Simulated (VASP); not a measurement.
# Zn12H (a cell with a defect) in VASP: a series of runs

Zn12H (a cell with a defect) is run at these levels: PBE; tasks: single point.

Everything below comes from runs of VASP 6.6.1. Logs are shortened: lines on timing, memory, paths and dates and some standing lists are left out, and cuts for length are marked.

## 1. The cell of the first run

The cell holds a defect, 13 atoms: a = 5.320 Å, b = 7.980 Å, c = 4.937 Å, α = 90.00°, β = 90.00°, γ = 120.00°.

## 2. Single point, PBE

Contents of INCAR:

```
PREC = Accurate
ENCUT = 520
EDIFF = 1E-7
ISMEAR = 0
SIGMA = 0.15
LREAL = False
LASPH = True
NELM = 80
ALGO = Normal
ISIF = 2
LWAVE = False
LCHARG = False
GGA = PE
NBANDS = 84
```

Contents of KPOINTS:

```
regular mesh
0
Gamma
  4 3 3
```

Contents of POSCAR:

```
Zn12H
1.0
    5.3200000000      0.0000000000      0.0000000000
   -3.9900000000      6.9108830000      0.0000000000
    0.0000000000      0.0000000000      4.9369600000
Zn H
12 1
Direct
    0.0113563523     -0.0070529338     -0.0079411217
    0.1802821988      0.2126732575      0.4785839869
    0.0369207430      0.3379346749     -0.0467390864
    0.1851403478      0.5506079324      0.4805147297
    0.0066651278      0.6564585162     -0.0014920113
    0.1771519177      0.8780960407      0.4841467219
    0.4935304921     -0.0282631033     -0.0423708112
    0.6788862463      0.2143129901      0.5069597485
    0.5030932424      0.3324641728     -0.0147116849
    0.6809508127      0.5479958205      0.4928923872
    0.5200152087      0.6639393258     -0.0089378889
    0.6821506746      0.8795297215      0.4811177324
    0.6824299488      0.2084361723      1.1221109752
```

Potentials or basis: VASP PAW PBE potentials, release 64 (Zn, H).

Command:

```sh
$ cat potpaw_PBE.64/Zn/POTCAR potpaw_PBE.64/H/POTCAR > POTCAR
$ mpirun -np 1 vasp_std > vasp.out
```

OUTCAR:

```text
PREC = Accurate
   ENCUT = 520
   EDIFF = 1E-7
   ISMEAR = 0
   LREAL = False
   LASPH = True
   NELM = 80
   ISIF = 2
   GGA = PE

 ion  position               nearest neighbor table
   1  0.011  0.993  0.992-  11 2.62   7 2.66   9 2.66   5 2.67   7 2.68   3 2.69   2 2.84  12 2.85
                             6 2.89  12 2.94   6 2.95   2 2.96
   2  0.180  0.213  0.479-   8 2.65  12 2.65   6 2.66  10 2.67   8 2.68   4 2.68   3 2.80   1 2.84
                             9 2.86   9 2.91   1 2.96   3 3.01
   3  0.037  0.338  0.953-  13 1.84   9 2.51  11 2.59   5 2.64   1 2.69   8 2.75   4 2.76   2 2.80
                             9 2.82   7 2.91   4 2.99   2 3.01
   4  0.185  0.551  0.481-  12 2.63   6 2.63  10 2.65  10 2.67   2 2.68   8 2.69   3 2.76   5 2.84
                            11 2.87  11 2.96   3 2.99   5 2.99
   5  0.007  0.656  0.999-   7 2.56  11 2.62   9 2.63   3 2.64   1 2.67  11 2.70   4 2.84   6 2.85
                            10 2.87  10 2.91   6 2.97   4 2.99
   6  0.177  0.878  0.484-   4 2.63  10 2.64  12 2.64   2 2.66   8 2.68  12 2.68   7 2.76   5 2.85
                             1 2.89   1 2.95   5 2.97   7 2.98
   7  0.494  0.972  0.958-  13 1.83  11 2.53   5 2.56   1 2.66   1 2.68   6 2.76   8 2.79  12 2.80
                             9 2.86   3 2.91   6 2.98  12 2.99
   8  0.679  0.214  0.507-  13 1.90   2 2.65  10 2.66   2 2.68   6 2.68  12 2.68   4 2.69   3 2.75
                             7 2.79   9 2.87   9 3.05
   9  0.503  0.332  0.985-  13 1.81   3 2.51  11 2.60   5 2.63   1 2.66   3 2.82  10 2.85   2 2.86
                             7 2.86   8 2.87   2 2.91  10 2.92   8 3.05
  10  0.681  0.548  0.493-   6 2.64  12 2.64   4 2.65   8 2.66   2 2.67   4 2.67   9 2.85   5 2.87
                            11 2.90   5 2.91   9 2.92  11 2.92
  11  0.520  0.664  0.991-   7 2.53   3 2.59   9 2.60   5 2.62   1 2.62   5 2.70  12 2.84   4 2.87
                            10 2.90  10 2.92  12 2.93   4 2.96
  12  0.682  0.880  0.481-   4 2.63   6 2.64  10 2.64   2 2.65   6 2.68   8 2.68   7 2.80  11 2.84
                             1 2.85  11 2.93   1 2.94   7 2.99
  13  0.682  0.208  0.122-   9 1.81   7 1.83   3 1.84   8 1.90

  LATTYP: Found a simple monoclinic cell.
 ALAT       =     5.3200000000
 B/A-ratio  =     0.9280000000
 C/A-ratio  =     1.3228757068
 COS(beta)  =    -0.1889822292

  Lattice vectors:

 A1 = (   5.3200000000,   0.0000000000,   0.0000000000)
 A2 = (   0.0000000000,   0.0000000000,   4.9369600000)
 A3 = (  -1.3300000000,  -6.9108830000,   0.0000000000)

Analysis of symmetry for initial positions (statically):
=====================================================================
 Subroutine PRICEL returns:
 Original cell was already a primitive cell.

 Routine SETGRP: Setting up the symmetry group for a
 simple monoclinic supercell.

 Subroutine GETGRP returns: Found  1 space group operations
 (whereof  1 operations were pure point group operations)
 out of a pool of  4 trial point group operations.

The static configuration has the point symmetry C_1 .

Analysis of symmetry for dynamics (positions and initial velocities):
=====================================================================
 Subroutine PRICEL returns:
 Original cell was already a primitive cell.

 Routine SETGRP: Setting up the symmetry group for a
 simple monoclinic supercell.

 Subroutine GETGRP returns: Found  1 space group operations
 (whereof  1 operations were pure point group operations)
 out of a pool of  4 trial point group operations.

The dynamic configuration has the point symmetry C_1 .

 Subroutine INISYM returns: Found  1 space group operations
 (whereof  1 operations are pure point group operations),
 and found     1 'primitive' translations

----------------------------------------------------------------------------------------

                                     Primitive cell

  volume of cell :     181.5118

  direct lattice vectors                    reciprocal lattice vectors
     5.320000000  0.000000000  0.000000000     0.187969925  0.108524482  0.000000000
    -3.990000000  6.910883000  0.000000000     0.000000000  0.144699310  0.000000000
     0.000000000  0.000000000  4.936960000     0.000000000  0.000000000  0.202553798

  length of vectors
     5.320000000  7.980000241  4.936960000     0.217048971  0.144699310  0.202553798

  position of ions in fractional coordinates (direct lattice)
     0.011356352  0.992947066  0.992058878
     0.180282199  0.212673258  0.478583987
     0.036920743  0.337934675  0.953260914
     0.185140348  0.550607932  0.480514730
     0.006665128  0.656458516  0.998507989
[... 40 lines left out ...]
  Length of vectors
     0.054262243  0.048233103  0.067517933

  Shift w.r.t. Gamma in fractional coordinates (k-lattice)
     0.000000000  0.000000000  0.000000000

 Subroutine IBZKPT returns following result:
 ===========================================

 Found     19 irreducible k-points:

 Following reciprocal coordinates:
            Coordinates               Weight
  0.000000  0.000000  0.000000      1.000000
  0.250000  0.000000  0.000000      2.000000
  0.500000  0.000000  0.000000      1.000000
  0.000000  0.333333  0.000000      2.000000
  0.250000  0.333333  0.000000      2.000000
  0.500000  0.333333  0.000000      2.000000
[... 11 lines left out ...]
 -0.250000  0.333333  0.333333      2.000000
  0.250000 -0.333333  0.333333      2.000000
   k-points           NKPTS =     19   k-points in BZ     NKDIM =     19   number of bands    NBANDS=     84
   number of dos      NEDOS =    301   number of ions     NIONS =     13
   total plane-waves  NPLWV =  96000
   dimension x,y,z NGX =    40 NGY =   60 NGZ =   40
   dimension x,y,z NGXF=    80 NGYF=  120 NGZF=   80
   ions per type =              12   1
   NGX,Y,Z   is equivalent  to a cutoff of  12.50, 12.50, 13.47 a.u.
   NGXF,Y,Z  is equivalent  to a cutoff of  25.00, 25.00, 26.94 a.u.
 SYSTEM =  unknown system
   PREC   = accura    normal or accurate (medium, high low for compatibility)
   ISTART =      0    job   : 0-new  1-cont  2-samecut
   ICHARG =      2    charge: 1-file 2-atom 10-const
   ISPIN  =      1    spin polarized calculation?
   LNONCOLLINEAR =      F non collinear calculations
   LSORBIT =      F    spin-orbit coupling
   LASPH  =      T    aspherical Exc in radial PAW
   ENCUT  =  520.0 eV  38.22 Ry    6.18 a.u.   9.89 14.84  9.18*2*pi/ulx,y,z
   NELM   =     80;   NELMIN=  2; NELMDL= -5     # of ELM steps
   EDIFF  = 0.1E-06   stopping-criterion for ELM
   LREAL  =      F    real-space projection
   EDIFFG = 0.1E-05   stopping-criterion for IOM
   NSW    =      0    number of steps for IOM
   IBRION =     -1    ionic relax: 0-MD 1-quasi-New 2-CG
   NFREE  =      0    steps in history (QN), initial steepest desc. (CG)
   ISIF   =      2    stress and relaxation
   ISYM   =      2    0-nonsym 1-usesym 2-fastsym
   POTIM  = 0.5000    time-step for ionic-motion
   TEBEG  =    0.0;   TEEND  =   0.0 temperature during run
   PSTRESS=    0.0 pullay stress
   NELECT =     145.0000    total number of electrons
   NUPDOWN=      -1.0000    fix difference up-down
   EMIN   =  10.00;   EMAX   =-10.00  energy-range for DOS
   EFERMI =   0.00;   METHOD = LEGACY
   ISMEAR =     0;   SIGMA  =   0.15  broadening in eV -4-tet -1-fermi 0-gaus
   EFERMI_NEDOS =   21; number of points for ismear=-14 and -15
   IALGO  =     38    algorithm
   IMIX   =      4    mixing-type and parameters
     AMIX     =   0.40;   BMIX     =  1.00
     AMIX_MAG =   1.60;   BMIX_MAG =  1.00
  volume/ion in A,a.u.               =      13.96        94.22
  Fermi-wavevector in a.u.,A,eV,Ry     =   1.519017  2.870525 31.394246  2.307412
  Thomas-Fermi vector in A             =   2.628059
   LORBIT       =      0    0 simple, 1 ext, 2 COOP (PROOUT), +10 PAW based schemes
   GGA     = PE    functional components
   LHFCALC =     F    Hartree Fock is set to
   AEXX    =    0.0000 exact exchange contribution
   IVDW    =     0    specifies the selected vdW correction
   LEPSILON=     F    determine dielectric tensor
   LRPA    =     F    only Hartree local field effects (RPA)
 non-spin polarized calculation
 Gauss-broadening in eV      SIGMA  =   0.15
  energy-cutoff  :      520.00
  volume of cell :      181.51
 maximum number of plane-waves:      4902
   NGX = 19   NGY = 29   NGZ = 19

 number of electron     144.9999993 magnetization

 Free energy of the ion-electron system (eV)
  ---------------------------------------------------
  ext. energy  EPLUGINS =         0.00000000
  ---------------------------------------------------
  free energy    TOTEN  =       -15.70282529 eV

  energy without entropy =      -15.65952589  energy(sigma->0) =      -15.68117559

 E-fermi :   3.3929     XC(G=0): -11.6435

 val. band max:        3.3777275982   @ k =   0.0000  -0.3333   0.3333
 cond. band min:       3.4221328170   @ k =   0.2500   0.0000   0.3333
 fundamental gap:      0.0444052188
 Fermi energy:         3.3928978286

 k-point     1 :       0.0000    0.0000    0.0000
  band No.  band energies     occupation
      1      -7.6631      2.00000
      2      -5.9194      2.00000
      3      -5.3801      2.00000
      4      -5.2659      2.00000
      5      -5.1784      2.00000
      6      -5.1455      2.00000
[... 1642 lines left out ...]
     83       8.9581      0.00000
     84       9.2466      0.00000

------------------------ aborting loop because EDIFF is reached ----------------------------------------

  FORCE on cell =-STRESS in cart. coord.  units (eV):
  Direction    XX          YY          ZZ          XY          YZ          ZX
  --------------------------------------------------------------------------------------
  -------------------------------------------------------------------------------------
  Total        5.1358293      1.9103500      3.2506395     -1.1008867     -0.1175184      0.3089528
  in kB       45.3332007     16.8623746     28.6929110     -9.7173630     -1.0373175      2.7270803
  external PRESSURE =      30.2961621 kB  Pullay stress =       0.0000000 kB

 VOLUME and BASIS-vectors are now :
 -----------------------------------------------------------------------------
  energy-cutoff  :      520.00
  volume of cell :      181.51
      direct lattice vectors                 reciprocal lattice vectors
     5.320000000  0.000000000  0.000000000     0.187969925  0.108524482  0.000000000
    -3.990000000  6.910883000  0.000000000     0.000000000  0.144699310  0.000000000
     0.000000000  0.000000000  4.936960000     0.000000000  0.000000000  0.202553798

 POSITION                                       TOTAL-FORCE (eV/Angst)
 -----------------------------------------------------------------------------------
     -3.90144      6.86214      4.89775        -0.000266      0.000987     -0.001508
      0.11054      1.46976      2.36275        -0.003084      0.005333      0.000297
     -1.15194      2.33543      4.70621        -0.000217     -0.005222     -0.004272
     -1.21198      3.80519      2.37228        -0.006001     -0.003491     -0.009921
     -2.58381      4.53671      4.92959         0.000464      0.006835      0.004410
     -2.56116      6.06842      2.39021         0.001743      0.005536     -0.010309
     -1.25165      6.71556      4.72778         0.005436     -0.010412      0.000946
      2.75657      1.48109      2.50284         0.008645     -0.008014      0.008522
      1.34992      2.29762      4.86433        -0.029587      0.021894     -0.023309
      1.43615      3.78713      2.43339        -0.001382      0.001016     -0.001734
      0.11736      4.58841      4.89283        -0.005573     -0.003177      0.000371
      0.11972      6.07833      2.37526        -0.007937      0.004888      0.001006
      2.79887      1.44048      0.60286         0.037759     -0.016174      0.035500
 -----------------------------------------------------------------------------------
    total drift:                                0.000497     -0.000292     -0.000883

  FREE ENERGIE OF THE ION-ELECTRON SYSTEM (eV)
  ---------------------------------------------------
  free  energy   TOTEN  =       -15.7028252913 eV

  energy  without entropy=      -15.6595258909  energy(sigma->0) =      -15.68117559
```

Run time: 4.1 min. Hardware: 1 thread of AMD EPYC 9R45 (Zen 5), shared host; peak memory 0.37 GiB.

Results:

* Free energy: -15.7028 eV
* Pressure: 3.0 GPa
* Largest force: 0.054 eV/Å

Forces on the atoms (eV/Å):
```
Zn   0.000  0.001 -0.002
Zn  -0.003  0.005  0.000
Zn   0.000 -0.005 -0.004
Zn  -0.006 -0.003 -0.010
Zn   0.000  0.007  0.004
Zn   0.002  0.006 -0.010
Zn   0.005 -0.010  0.001
Zn   0.009 -0.008  0.009
Zn  -0.030  0.022 -0.023
Zn  -0.001  0.001 -0.002
Zn  -0.006 -0.003  0.000
Zn  -0.008  0.005  0.001
H    0.038 -0.016  0.035
```

Caveat: the k points lie up to 0.42 Å⁻¹ apart.

## 3. Single point, PBE

Contents of INCAR:

```
SYSTEM = Zn12H
PREC     = Accurate       ! precision mode
ENCUT    = 520            ! plane-wave cutoff, eV
EDIFF    = 1E-7           ! SCF threshold, eV
ISMEAR   = 0              ! smearing method
SIGMA    = 0.15           ! smearing width, eV
LREAL    = .FALSE.        ! projectors in reciprocal space
LASPH    = .TRUE.         ! aspherical terms in the spheres
NELM     = 60             ! most SCF steps
ALGO     = Normal         ! electronic algorithm
ISIF     = 2              ! what is computed and relaxed
LWAVE    = .FALSE.        ! write WAVECAR
LCHARG   = .FALSE.        ! write CHGCAR
GGA      = PE             ! functional
NBANDS   = 84             ! bands
```

Contents of KPOINTS:

```
regular mesh
0
G
  4 3 3
  0 0 0
```

Contents of POSCAR:

```
Zn12H
1.0
    5.3200000000      0.0000000000      0.0000000000
   -3.9900000000      6.9108830000      0.0000000000
    0.0000000000      0.0000000000      4.9369600000
Zn H
12 1
Direct
    0.0102274688     -0.0030162571     -0.0070636586
    0.1810481569      0.2142799987      0.5026575058
    0.0183697709      0.3443256093     -0.0459742433
    0.1818796899      0.5540187846      0.4735094066
   -0.0039099594      0.6586987509     -0.0131880753
    0.1737384921      0.8809097188      0.4648386862
    0.4865193172     -0.0152569505     -0.0549178037
    0.6747889149      0.2215193051      0.5133758426
    0.4935755689      0.3345929891      0.0003678377
    0.6759570687      0.5485472696      0.4858552632
    0.5097084583      0.6708741850      0.0008948827
    0.6811257181      0.8789698798      0.5049635808
    0.7567406585      0.1583985722      1.1807409823
```

Potentials or basis: VASP PAW PBE potentials, release 64 (Zn, H).

Command:

```sh
$ cat potpaw_PBE.64/Zn/POTCAR potpaw_PBE.64/H/POTCAR > POTCAR
$ mpirun -np 1 vasp_std > vasp.out
```

Run time: 4.3 min. Hardware: 1 thread of AMD EPYC 9R45 (Zen 5), shared host; peak memory 0.37 GiB.

Results (log left out):

* Free energy: -15.6140 eV
* Pressure: 3.0 GPa
* Largest force: 0.093 eV/Å

Forces in eV/Å, atoms in the order of the input:
```
Zn  -0.013  0.002  0.019
Zn  -0.002 -0.015 -0.015
Zn   0.023  0.008 -0.015
Zn   0.013 -0.009  0.002
Zn  -0.002  0.002  0.004
Zn   0.011 -0.012  0.004
Zn   0.010 -0.023 -0.002
Zn   0.007 -0.006  0.010
Zn  -0.002 -0.004 -0.004
Zn   0.007 -0.006  0.006
Zn   0.007  0.008  0.000
Zn   0.014 -0.003 -0.007
H   -0.073  0.058 -0.001
```

Stress tensor (GPa, compression positive):
```
 5.53 -1.25  0.53
-1.25  0.43 -0.20
 0.53 -0.20  3.00
```

Levels at points of the mesh, in eV from the Fermi level:
| k point | band 70 | band 71 | band 72 | band 73 | band 74 | band 75 |
| --- | --- | --- | --- | --- | --- | --- |
| (0.00, 0.00, 0.00) | -1.11 | -0.97 | -0.56 | 0.09 | 0.27 | 0.51 |
| (0.50, 0.00, 0.00) | -1.45 | -1.43 | -1.35 | -0.78 | -0.57 | -0.26 |

Caveat: the k points lie up to 0.42 Å⁻¹ apart.
